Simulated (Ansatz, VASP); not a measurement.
## Mg2FeH6 in VASP and in Ansatz

```xyz
9
Lattice="0.0000 3.2010 3.2010 3.2010 0.0000 3.2010 3.2010 3.2010 0.0000" Properties=species:S:1:pos:R:3 pbc="T T T"
Mg    1.6005    1.6005    1.6005
Mg    4.8015    4.8015    4.8015
Fe    0.0000    0.0000    0.0000
H     1.5581    3.2010    3.2010
H     3.2010    1.5581    3.2010
H     4.8439    3.2010    3.2010
H     3.2010    4.8439    3.2010
H     3.2010    3.2010    1.5581
H     3.2010    3.2010    4.8439
```

Alike in both runs: task relaxation of the atoms; functional LDA; k mesh 8 × 8 × 8; occupations gaussian, width 0.02 eV; no spin polarisation.

|  | VASP | Ansatz |
| --- | --- | --- |
| version | VASP 6.6.1 | Ansatz 0.2.0 |
| potentials or method | VASP PAW LDA potentials, release 64 (Mg, Fe, H), cutoff 520 eV | scalar-relativistic, plane waves, PAW |
| valence electrons in the cell | 18 | 42 |

Ansatz gave:

```
gap on the k mesh at the Fermi level, each at its own relaxed structure (eV) : 1.75
```

What did VASP give for the same quantities?

gap on the k mesh at the Fermi level, each at its own relaxed structure (eV): 1.72.

LDA's correlation is that of Perdew and Zunger in VASP and of Perdew and Wang (1992) in Ansatz. VASP's potentials hold 18 valence electrons a cell and Ansatz's 42, so a difference there can come from the potentials and not from the codes. Ansatz's warnings: stress scf threshold loose.
